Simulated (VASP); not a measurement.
# ScAl3 (P1) in VASP: notebook

Runs on ScAl3. Level: PBE. Tasks: single point.

Program: VASP 6.6.1. These are calculated values, not measurements. Logs are shortened: lines on timing, memory, paths and dates and some standing lists are left out, and cuts for length are marked.

### 1 The cell of the first run

The typed cell holds 4 atoms: a = 4.088 Å, b = 4.088 Å, c = 4.088 Å, α = 90.00°, β = 90.00°, γ = 90.00°.

### 2 Single point, PBE

INCAR reads:

```
ALGO     = Normal         # electronic algorithm
EDIFF    = 1E-7           # SCF threshold, eV
ENCUT    = 520            # plane-wave cutoff, eV
GGA      = PE             # functional
ISIF     = 2              # what is computed and relaxed
ISMEAR   = 1              # smearing method
LASPH    = True           # aspherical terms in the spheres
LCHARG   = True           # write CHGCAR
LELF     = True           # ELF
LREAL    = False          # projectors in reciprocal space
LVHAR    = True         
LWAVE    = False          # write WAVECAR
NBANDS   = 18             # bands
NELM     = 60             # most SCF steps
PREC     = Accurate       # precision mode
SIGMA    = 0.05           # smearing width, eV
```

KPOINTS reads:

```
k-points
0
Gamma
  5 5 5
```

POSCAR reads:

```
ScAl3
1.0
    4.0878065700      0.0000000000      0.0000000000
    0.0000000000      4.0878065700      0.0000000000
    0.0000000000      0.0000000000      4.0878065700
Sc Al
1 3
Direct
    0.0042950000     -0.0004760000     -0.0066160000
    0.4976340000      0.4988020000      0.0118430000
   -0.0127730000      0.5011080000      0.4991260000
    0.5001760000      0.0079810000      0.5018120000
```

Potentials or basis: VASP PAW PBE potentials, release 64 (Sc_sv, Al).

Run with:

```
$ cat potpaw_PBE.64/Sc_sv/POTCAR potpaw_PBE.64/Al/POTCAR > POTCAR
$ mpirun -np 1 vasp_std > vasp.out
```

OUTCAR:

```text
EDIFF = 1E-7
   ENCUT = 520
   GGA = PE
   ISIF = 2
   ISMEAR = 1
   LASPH = True
   LREAL = False
   NELM = 60
   PREC = Accurate

 ion  position               nearest neighbor table
   1  0.004  1.000  0.993-   4 2.85   3 2.87   2 2.87   2 2.87   4 2.88   3 2.88   4 2.90   3 2.90
                             2 2.91   3 2.91   2 2.91   4 2.93
   2  0.498  0.499  0.012-   3 2.82   4 2.84   1 2.87   1 2.87   3 2.88   4 2.89   4 2.89   3 2.90
                             1 2.91   1 2.91   4 2.95   3 2.96
   3  0.987  0.501  0.499-   2 2.82   4 2.83   1 2.87   4 2.87   1 2.88   2 2.88   2 2.90   1 2.90
                             4 2.91   1 2.91   4 2.95   2 2.96
   4  0.500  0.008  0.502-   3 2.83   2 2.84   1 2.85   3 2.87   1 2.88   2 2.89   2 2.89   1 2.90
                             3 2.91   1 2.93   2 2.95   3 2.95

  LATTYP: Found a simple cubic cell.
 ALAT       =     4.0878065700

  Lattice vectors:

 A1 = (   4.0878065700,   0.0000000000,   0.0000000000)
 A2 = (   0.0000000000,   4.0878065700,   0.0000000000)
 A3 = (   0.0000000000,   0.0000000000,   4.0878065700)

Analysis of symmetry for initial positions (statically):
=====================================================================
 Subroutine PRICEL returns:
 Original cell was already a primitive cell.

 Routine SETGRP: Setting up the symmetry group for a
 simple cubic supercell.

 Subroutine GETGRP returns: Found  1 space group operations
 (whereof  1 operations were pure point group operations)
 out of a pool of 48 trial point group operations.

The static configuration has the point symmetry C_1 .

Analysis of symmetry for dynamics (positions and initial velocities):
=====================================================================
 Subroutine PRICEL returns:
 Original cell was already a primitive cell.

 Routine SETGRP: Setting up the symmetry group for a
 simple cubic supercell.

 Subroutine GETGRP returns: Found  1 space group operations
 (whereof  1 operations were pure point group operations)
 out of a pool of 48 trial point group operations.

The dynamic configuration has the point symmetry C_1 .

 Subroutine INISYM returns: Found  1 space group operations
 (whereof  1 operations are pure point group operations),
 and found     1 'primitive' translations

----------------------------------------------------------------------------------------

                                     Primitive cell

  volume of cell :      68.3079

  direct lattice vectors                    reciprocal lattice vectors
     4.087806570  0.000000000  0.000000000     0.244629970  0.000000000  0.000000000
     0.000000000  4.087806570  0.000000000     0.000000000  0.244629970  0.000000000
     0.000000000  0.000000000  4.087806570     0.000000000  0.000000000  0.244629970

  length of vectors
     4.087806570  4.087806570  4.087806570     0.244629970  0.244629970  0.244629970

  position of ions in fractional coordinates (direct lattice)
     0.004295000  0.999524000  0.993384000
     0.497634000  0.498802000  0.011843000
     0.987227000  0.501108000  0.499126000
     0.500176000  0.007981000  0.501812000

  ion indices of the primitive-cell ions
   primitive index   ion index
                 1           1
                 2           2
                 3           3
                 4           4

----------------------------------------------------------------------------------------

 KPOINTS: k-points

Automatic generation of k-mesh.
 Grid dimensions read from file:
 generate k-points for:    5    5    5

 Generating k-lattice:

  Cartesian coordinates                     Fractional coordinates (reciprocal lattice)
     0.048925994  0.000000000  0.000000000     0.200000000  0.000000000  0.000000000
     0.000000000  0.048925994  0.000000000     0.000000000  0.200000000  0.000000000
     0.000000000  0.000000000  0.048925994     0.000000000  0.000000000  0.200000000

  Length of vectors
     0.048925994  0.048925994  0.048925994

  Shift w.r.t. Gamma in fractional coordinates (k-lattice)
     0.000000000  0.000000000  0.000000000

 Subroutine IBZKPT returns following result:
 ===========================================

 Found     63 irreducible k-points:

 Following reciprocal coordinates:
            Coordinates               Weight
  0.000000  0.000000  0.000000      1.000000
  0.200000  0.000000  0.000000      2.000000
  0.000000  0.200000  0.000000      2.000000
  0.000000  0.000000  0.200000      2.000000
  0.400000  0.000000  0.000000      2.000000
  0.000000  0.400000  0.000000      2.000000
[... 16 lines left out ...]
  0.000000 -0.200000  0.400000      2.000000
  0.400000 -0.200000  0.000000      2.000000
 [... further k-points ...]
   k-points           NKPTS =     63   k-points in BZ     NKDIM =     63   number of bands    NBANDS=     18
   number of dos      NEDOS =    301   number of ions     NIONS =      4
   total plane-waves  NPLWV =  27000
   dimension x,y,z NGX =    30 NGY =   30 NGZ =   30
   dimension x,y,z NGXF=    60 NGYF=   60 NGZF=   60
   ions per type =               1   3
   NGX,Y,Z   is equivalent  to a cutoff of  12.20, 12.20, 12.20 a.u.
   NGXF,Y,Z  is equivalent  to a cutoff of  24.40, 24.40, 24.40 a.u.
 SYSTEM =  unknown system
   PREC   = accura    normal or accurate (medium, high low for compatibility)
   ISTART =      0    job   : 0-new  1-cont  2-samecut
   ICHARG =      2    charge: 1-file 2-atom 10-const
   ISPIN  =      1    spin polarized calculation?
   LNONCOLLINEAR =      F non collinear calculations
   LSORBIT =      F    spin-orbit coupling
   LASPH  =      T    aspherical Exc in radial PAW
   ENCUT  =  520.0 eV  38.22 Ry    6.18 a.u.   7.60  7.60  7.60*2*pi/ulx,y,z
   NELM   =     60;   NELMIN=  2; NELMDL= -5     # of ELM steps
   EDIFF  = 0.1E-06   stopping-criterion for ELM
   LREAL  =      F    real-space projection
   EDIFFG = 0.1E-05   stopping-criterion for IOM
   NSW    =      0    number of steps for IOM
   IBRION =     -1    ionic relax: 0-MD 1-quasi-New 2-CG
   NFREE  =      0    steps in history (QN), initial steepest desc. (CG)
   ISIF   =      2    stress and relaxation
   ISYM   =      2    0-nonsym 1-usesym 2-fastsym
   POTIM  = 0.5000    time-step for ionic-motion
   TEBEG  =    0.0;   TEEND  =   0.0 temperature during run
   PSTRESS=    0.0 pullay stress
   NELECT =      20.0000    total number of electrons
   NUPDOWN=      -1.0000    fix difference up-down
   EMIN   =  10.00;   EMAX   =-10.00  energy-range for DOS
   EFERMI =   0.00;   METHOD = LEGACY
   ISMEAR =     1;   SIGMA  =   0.05  broadening in eV -4-tet -1-fermi 0-gaus
   EFERMI_NEDOS =   21; number of points for ismear=-14 and -15
   IALGO  =     38    algorithm
   IMIX   =      4    mixing-type and parameters
     AMIX     =   0.40;   BMIX     =  1.00
     AMIX_MAG =   1.60;   BMIX_MAG =  1.00
  volume/ion in A,a.u.               =      17.08       115.24
  Fermi-wavevector in a.u.,A,eV,Ry     =   1.087079  2.054282 16.078563  1.181741
  Thomas-Fermi vector in A             =   2.223230
   LORBIT       =      0    0 simple, 1 ext, 2 COOP (PROOUT), +10 PAW based schemes
   GGA     = PE    functional components
   LHFCALC =     F    Hartree Fock is set to
   AEXX    =    0.0000 exact exchange contribution
   IVDW    =     0    specifies the selected vdW correction
   LEPSILON=     F    determine dielectric tensor
   LRPA    =     F    only Hartree local field effects (RPA)
 non-spin polarized calculation
 Methfessel and Paxton  Order N= 1 SIGMA  =   0.05
  energy-cutoff  :      520.00
  volume of cell :       68.31
 maximum number of plane-waves:      1861
   NGX = 15   NGY = 15   NGZ = 15

 number of electron      20.0000000 magnetization

 Free energy of the ion-electron system (eV)
  ---------------------------------------------------
  ext. energy  EPLUGINS =         0.00000000
  ---------------------------------------------------
  free energy    TOTEN  =       -19.28002758 eV

  energy without entropy =      -19.27740928  energy(sigma->0) =      -19.27915482

 E-fermi :   7.4125     XC(G=0): -10.4161

 val. band max:        6.8564492867   @ k =   0.4000   0.0000   0.4000
 cond. band min:       7.4148580346   @ k =  -0.2000   0.4000   0.0000
 fundamental gap:      0.5584087479
 Fermi energy:         7.4124763239

 k-point     1 :       0.0000    0.0000    0.0000
  band No.  band energies     occupation
      1     -41.7279      2.00000
      2     -20.4318      2.00000
      3     -20.4309      2.00000
      4     -20.4299      2.00000
      5      -2.7555      2.00000
      6       4.6435      2.00000
[... 10 lines left out ...]
     17      12.5769      0.00000
     18      12.5892      0.00000

 k-point     2 :       0.2000    0.0000    0.0000
  band No.  band energies     occupation
      1     -41.7274      2.00000
      2     -20.4418      2.00000
      3     -20.4307      2.00000
      4     -20.4294      2.00000
      5      -2.3895      2.00000
      6       2.7195      2.00000
[... 10 lines left out ...]
     17      12.5025      0.00000
     18      12.5861      0.00000

 k-point     3 :       0.0000    0.2000    0.0000
  band No.  band energies     occupation
      1     -41.7274      2.00000
      2     -20.4427      2.00000
      3     -20.4302      2.00000
      4     -20.4290      2.00000
      5      -2.3894      2.00000
      6       2.7184      2.00000
[... 10 lines left out ...]
     17      12.5049      0.00000
     18      12.5979      0.00000

 k-point     4 :       0.0000    0.0000    0.2000
  band No.  band energies     occupation
      1     -41.7274      2.00000
      2     -20.4416      2.00000
      3     -20.4307      2.00000
      4     -20.4297      2.00000
      5      -2.3895      2.00000
      6       2.7193      2.00000
[... 375 lines left out ...]
      4     -20.4284      2.00000
      5      -1.0320      2.00000
      6       0.8955      2.00000
[... 10 lines left out ...]
     17      12.0875      0.00000
     18      12.7759      0.00000

 k-point    23 :       0.0000   -0.2000    0.4000
  band No.  band energies     occupation
      1     -41.7263      2.00000
      2     -20.4581      2.00000
      3     -20.4398      2.00000
      4     -20.4275      2.00000
      5      -1.0317      2.00000
      6       0.8952      2.00000
[... 10 lines left out ...]
     17      12.0741      0.00000
     18      12.7740      0.00000

 k-point    24 :       0.4000   -0.2000    0.0000
  band No.  band energies     occupation
      1     -41.7263      2.00000
      2     -20.4583      2.00000
      3     -20.4398      2.00000
      4     -20.4272      2.00000
      5      -1.0320      2.00000
      6       0.8959      2.00000
[... 10 lines left out ...]
     17      12.0711      0.00000
     18      12.7766      0.00000

 [... further k-points ...]
[... 5 lines left out ...]
  --------------------------------------------------------------------------------------
  -------------------------------------------------------------------------------------
  Total        0.5294555      0.4957556      0.5202949      0.0306141     -0.0264528      0.0359404
  in kB       12.4184980     11.6280588     12.2036337      0.7180602     -0.6204560      0.8429903
  external PRESSURE =      12.0833968 kB  Pullay stress =       0.0000000 kB

 VOLUME and BASIS-vectors are now :
 -----------------------------------------------------------------------------
  energy-cutoff  :      520.00
  volume of cell :       68.31
      direct lattice vectors                 reciprocal lattice vectors
     4.087806570  0.000000000  0.000000000     0.244629970  0.000000000  0.000000000
     0.000000000  4.087806570  0.000000000     0.000000000  0.244629970  0.000000000
     0.000000000  0.000000000  4.087806570     0.000000000  0.000000000  0.244629970

 POSITION                                       TOTAL-FORCE (eV/Angst)
 -----------------------------------------------------------------------------------
      0.01756      4.08586      4.06076        -0.250315      0.040034      0.317860
      2.03423      2.03901      0.04841         0.038420      0.090030     -0.240158
      4.03559      2.04843      2.04033         0.241396      0.027124     -0.001351
      2.04462      0.03262      2.05131        -0.029500     -0.157188     -0.076351
 -----------------------------------------------------------------------------------
    total drift:                               -0.000002      0.000018      0.000052

  FREE ENERGIE OF THE ION-ELECTRON SYSTEM (eV)
  ---------------------------------------------------
  free  energy   TOTEN  =       -19.2800275822 eV

  energy  without entropy=      -19.2774092808  energy(sigma->0) =      -19.27915482
```

It took 39 s on 1 thread of Intel Xeon 6975P-C (Granite Rapids), shared host; peak memory 0.2 GiB.

Results:

| Property | Result |
| --- | --- |
| Free energy | -19.2800 eV |
| Pressure | 1.2 GPa |
| Largest force | 0.407 eV/Å |
| Band gap on the k mesh | zero (band 10 reaches 8.06 eV, above the bottom of band 11 at 5.01 eV) |

Forces in eV/Å, atoms in the order of the input:
```
Sc  -0.250  0.040  0.318
Al   0.038  0.090 -0.240
Al   0.241  0.027 -0.001
Al  -0.029 -0.157 -0.076
```

Stress tensor (GPa, compression positive):
```
 1.24  0.07  0.08
 0.07  1.16 -0.06
 0.08 -0.06  1.22
```

### 3 Single point, PBE

INCAR reads:

```
SYSTEM = ScAl3
PREC = Accurate ; ENCUT = 520
EDIFF = 1E-6 ; ISMEAR = 1
SIGMA = 0.05 ; LREAL = .False.
LASPH = .True. ; NELM = 60
ALGO = Normal ; ISIF = 2
LWAVE = .False. ; LCHARG = .True.
GGA = PE ; LELF = .True.
LVHAR = .True. ; NBANDS = 18
```

KPOINTS reads:

```
Automatic mesh
0
Gamma
  5 5 5
  0 0 0
```

POSCAR is that of step 2.

Potentials or basis: VASP PAW PBE potentials, release 64 (Sc_sv, Al).

Run with:

```
$ cat potpaw_PBE.64/Sc_sv/POTCAR potpaw_PBE.64/Al/POTCAR > POTCAR
$ mpirun -np 1 vasp_std > vasp.out
```

Wall time 32 s (1 thread of Intel Xeon 6975P-C (Granite Rapids), shared host); peak memory 0.21 GiB.

The run converged. Its results:

- Free energy: -19.2800 eV
- Pressure: 1.2 GPa
- Largest force: 0.407 eV/Å
- Band gap on the k mesh: zero (band 10 reaches 8.06 eV, above the bottom of band 11 at 5.01 eV)

Forces on the atoms (eV/Å):
```
Sc  -0.250  0.040  0.318
Al   0.038  0.090 -0.240
Al   0.241  0.027 -0.001
Al  -0.029 -0.157 -0.076
```

Stress tensor (GPa, compression positive):
```
 1.23  0.07  0.08
 0.07  1.15 -0.06
 0.08 -0.06  1.21
```

Levels at points of the mesh, in eV from the Fermi level:
| k point | band 8 | band 9 | band 10 | band 11 | band 12 | band 13 |
| --- | --- | --- | --- | --- | --- | --- |
| (0.00, 0.00, 0.00) | -1.95 | -1.95 | -1.95 | 1.13 | 1.14 | 1.14 |
